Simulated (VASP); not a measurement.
Here is a VASP 6.6.1 calculation.

INCAR

```
ALGO = Normal
EDIFF = 1E-7
EDIFFG = -0.002
ENCUT = 500
GGA = PS
GGA_COMPAT = F
IBRION = 2
ISIF = 3
ISMEAR = 0
LASPH = T
LCHARG = F
LREAL = F
LWAVE = F
NELM = 120
NELMIN = 4
NSW = 100
PREC = Accurate
SIGMA = 0.02
```

File KPOINTS:

```
k-points
0
Gamma
  8 8 8
```

The input POSCAR:

```
AlAs
1.0
    0.0000000000      2.8379008000      2.8379008000
    2.8379008000      0.0000000000      2.8379008000
    2.8379008000      2.8379008000      0.0000000000
Al As
1 1
Direct
    0.0000000000      0.0000000000      0.0000000000
    0.2500000000      0.2500000000      0.2500000000
```

Potentials or basis: VASP PAW PBE potentials, release 64 (Al, As).

Launch:

```console
$ cat potpaw_PBE.64/Al/POTCAR potpaw_PBE.64/As/POTCAR > POTCAR
$ mpirun -np 1 vasp_std > vasp.out
```

Question: Estimate the band gap on the k mesh.

Answer: 1.34 eV (least direct gap 1.89 eV).

Question: Estimate the space group after relaxing (to 0.1 Å).

Answer: F-43m (No. 216).

Question: Estimate the relaxed volume.

Answer: 22.93 Å³/atom.

Question: Predict the relaxed cell.

Answer: a = 4.018 Å, b = 4.018 Å, c = 4.018 Å, α = 60.00°, β = 60.00°, γ = 60.00°.

The path:
```tsv
step	energy change (eV)	largest force (eV/Å)	pressure (GPa)	volume (Å³)
1	0.0000	0.0000	0.23	45.71
2	-0.0001	0.0000	-0.11	45.93
3	-0.0001	0.0000	0.00	45.85
```

Caveat: the PAW data sets were made with another functional, which shifts forces and pressure a little. A k mesh can miss the band edges.
